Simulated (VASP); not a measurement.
## Co: relaxation of cell and atoms with PBEsol

The system is Co.

```
Co
1.0
    -1.40232    1.40232    1.40232
     1.40232   -1.40232    1.40232
     1.40232    1.40232   -1.40232
Co
1
Direct
  0.00000 0.00000 0.00000
```

This isn't the form of Co at room conditions, which is hcp.

```
Program                : VASP 6.6.1
Task                   : relaxation of cell and atoms
Functional             : PBEsol
Potentials or basis    : VASP PAW PBE potentials, release 64 (Co)
Cutoff                 : 600 eV
k mesh                 : 8 × 8 × 8
Occupations            : gaussian, width 0.1 eV
Spin                   : collinear spin, ferromagnetic start
Starting moments       : [2.05] μB
Dipole correction      : no
Further INCAR settings : ALGO = Normal; EDIFF = 1e-07; IBRION = 2; EDIFFG = -0.04; NSW = 90; ISIF = 3
```

```json
{
  "Relaxed volume": "10.60 Å³/atom",
  "Relaxed cell": "a = 2.397 Å, b = 2.397 Å, c = 2.397 Å, α = 109.47°, β = 109.47°, γ = 109.47°",
  "Space group after relaxing (to 0.1 Å)": "Im-3m (No. 229)",
  "Energy gained by relaxing": "12.5 meV/atom",
  "Ionic steps": "3",
  "Pressure after relaxing": "-0.1 GPa",
  "Net moment": "1.81 μB per cell",
  "Site moments": "Co +1.81 μB",
  "Valence electrons inside the program's atomic spheres": "Co 8.31"
}
```

Step by step:
| step | energy change (eV) | largest force (eV/Å) | pressure (GPa) | volume (Å³) |
| --- | --- | --- | --- | --- |
| 1 | 0.0000 | 0.0000 | -8.84 | 11.03 |
| 2 | 0.0077 | 0.0000 | 13.41 | 10.09 |
| 3 | -0.0125 | 0.0000 | -0.07 | 10.60 |

Final structure:
```
Co
1.0
    -1.38381    1.38381    1.38381
     1.38381   -1.38381    1.38381
     1.38381    1.38381   -1.38381
Co
1
Direct
  0.00000 0.00000 0.00000
```

Levels at points of the mesh, in eV from the Fermi level:
Spin up:
```
           k point  band 3  band 4  band 5  band 6  band 7  band 8
(0.00, 0.00, 0.00)   -3.13   -3.13   -1.93   -1.93   25.56   25.56
(0.50, 0.00, 0.00)   -1.87   -1.75   -0.54   -0.17    6.64   18.57
(0.50, 0.50, 0.50)   -0.80   -0.80   -0.80    9.62    9.62    9.62
```
Spin down:
| k point | band 1 | band 2 | band 3 | band 4 | band 5 | band 6 | band 7 | band 8 |
| --- | --- | --- | --- | --- | --- | --- | --- | --- |
| (0.00, 0.00, 0.00) | -9.32 | -1.50 | -1.50 | -1.50 | 0.33 | 0.33 | 25.49 | 25.49 |
| (0.50, 0.00, 0.00) | -4.58 | -2.71 | -0.04 | 0.22 | 0.55 | 1.34 | 7.76 | 18.68 |
| (0.50, 0.50, 0.50) | -4.02 | -4.02 | 1.05 | 1.05 | 1.05 | 9.85 | 9.85 | 9.85 |

It took 12 s on 1 thread of Intel(R) Xeon(R) 6975P-C (Granite Rapids), on a shared host, peak memory 0.14 GiB.

Caveat: the k points lie up to 0.40 Å⁻¹ apart in the final cell; the PAW data sets were made with another functional, which shifts forces and pressure a little.
